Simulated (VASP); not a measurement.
Input of a VASP 6.6.1 run:

The input INCAR:

```
PREC = Accurate ; ENCUT = 520
EDIFF = 1E-6 ; ISMEAR = 0
SIGMA = 0.05 ; LREAL = False
LASPH = True ; NELM = 100
ALGO = Normal ; ISIF = 2
LWAVE = False ; LCHARG = True
GGA = PE ; LELF = True
LVHAR = True ; NBANDS = 31
```

File KPOINTS:

```
Automatic mesh
0
Gamma
  6 6 4
```

POSCAR

```
HfO2
1.0
    3.6043047840      0.0000000000      0.0000000000
    0.0000000000      3.6043047840      0.0000000000
    0.0000000000      0.0000000000      5.2639672632
Hf O
2 4
Direct
    0.5065329258      0.4934670742      0.5000000000
    0.0000000000      0.0000000000      0.0000000000
    0.0000000000      0.5000000000      0.6932520948
    0.5000000000      0.0000000000      0.8067479052
    0.5000000000      0.0000000000      0.3067479052
    0.0000000000      0.5000000000      0.1932520948
```

Potentials or basis: VASP PAW PBE potentials, release 64 (Hf_pv, O).

Command:

```console
$ cat potpaw_PBE.64/Hf_pv/POTCAR potpaw_PBE.64/O/POTCAR > POTCAR
$ mpirun -np 1 vasp_std > vasp.out
```

Q: What does it give for the pressure?

A: -3.0 GPa.

Q: What does it give for the largest force?

A: 0.311 eV/Å.

Q: Estimate the band gap on the k mesh.

A: 4.65 eV, indirect (least direct gap 4.72 eV).

Forces on the atoms (eV/Å):
```
Hf  -0.220  0.220  0.000
Hf   0.011 -0.011  0.000
O    0.210 -0.037 -0.039
O    0.019  0.057  0.050
O    0.037 -0.210  0.039
O   -0.057 -0.019 -0.050
```

Caveat: the cell differs from its parent crystal (atom 1 (Hf) moved +0.033 Å along Cartesian [1 -1 0]); spin-orbit coupling is left out, which moves the levels of the heavy elements. A k mesh can miss the band edges.
